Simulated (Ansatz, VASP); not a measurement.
# KHf3O2: VASP beside Ansatz

INCAR

```
SYSTEM = KHf3O2
PREC = Accurate
ENCUT = 600
EDIFF = 1E-7
ISMEAR = 0
SIGMA = 0.1
LREAL = .False.
LASPH = .True.
NELM = 100
ALGO = Normal
ISIF = 3
LWAVE = .False.
LCHARG = .False.
GGA = PE
IBRION = 2
NSW = 100
EDIFFG = -0.01
```

Contents of KPOINTS:

```
regular mesh
0
Gamma
  12 12 4
  0 0 0
```

File POSCAR:

```
KHf3O2
1.0
    3.1965256095      0.0000000000      0.0000000000
   -1.5982628048      2.7682723817      0.0000000000
    0.0000000000      0.0000000000     12.0423918768
K Hf O
1 3 2
Direct
    0.0000000000      0.0000000000      0.0000000000
    0.0000000000      0.0000000000      0.2700704122
    0.0000000000      0.0000000000      0.7299295878
    0.0000000000      0.0000000000      0.5000000000
    0.3333333333      0.6666666667      0.8307467294
    0.6666666667      0.3333333333      0.1692532706
```

Input for Ansatz:

```yaml
crystal:
  lattice:
    - [3.1965256095, 0.0, 0.0]
    - [-1.5982628048, 2.7682723817, 0.0]
    - [0.0, 0.0, 12.0423918768]
  atoms:
    - { symbol: K, position: [0.0, 0.0, 0.0] }
    - { symbol: Hf, position: [0.0, 0.0, 0.2700704122] }
    - { symbol: Hf, position: [0.0, 0.0, 0.7299295878] }
    - { symbol: Hf, position: [0.0, 0.0, 0.5] }
    - { symbol: O, position: [0.3333333333, 0.6666666667, 0.8307467294] }
    - { symbol: O, position: [0.6666666667, 0.3333333333, 0.1692532706] }
basis:
  ecutwfc: 420
kpoints:
  mp_grid: { grid: [12, 12, 4] }
hamiltonian:
  xc: pbe
scf:
  occupations: { method: gaussian, width: 0.1 }
output:
  forces: true
  stress: true
  eigenvalues: true
relax:
  adjacent_minimum: "off"
  f_tol: 0.01
  max_steps: 80
  cell: { stress_tol: 0.05 }
```

Alike in both runs: task relaxation of cell and atoms; functional PBE; k mesh 12 × 12 × 4; occupations gaussian, width 0.1 eV; no spin polarisation.

|  | VASP | Ansatz |
| --- | --- | --- |
| version | VASP 6.6.1 | Ansatz 0.2.0 |
| potentials or method | VASP PAW PBE potentials, release 64 (K_sv, Hf_pv, O), cutoff 600 eV | scalar-relativistic, plane waves, PAW |
| valence electrons in the cell | 51 | 99 |

|  | VASP | Ansatz | Ansatz less VASP |
| --- | --- | --- | --- |
| gap on the k mesh at the Fermi level, each at its own relaxed structure (eV) | none | none | - |
| relaxed volume (Å³/atom) | 17.67 | 17.76 | +0.087 |
| relaxed cell length with the largest relative difference (Å) | 12.069 | 12.095 | +0.0265 |

A gap of «none» marks a metal or a gap that the smearing closes. VASP's potentials hold 51 valence electrons a cell and Ansatz's 99, so a difference there can come from the potentials and not from the codes.

Neither program's run includes spin-orbit coupling.
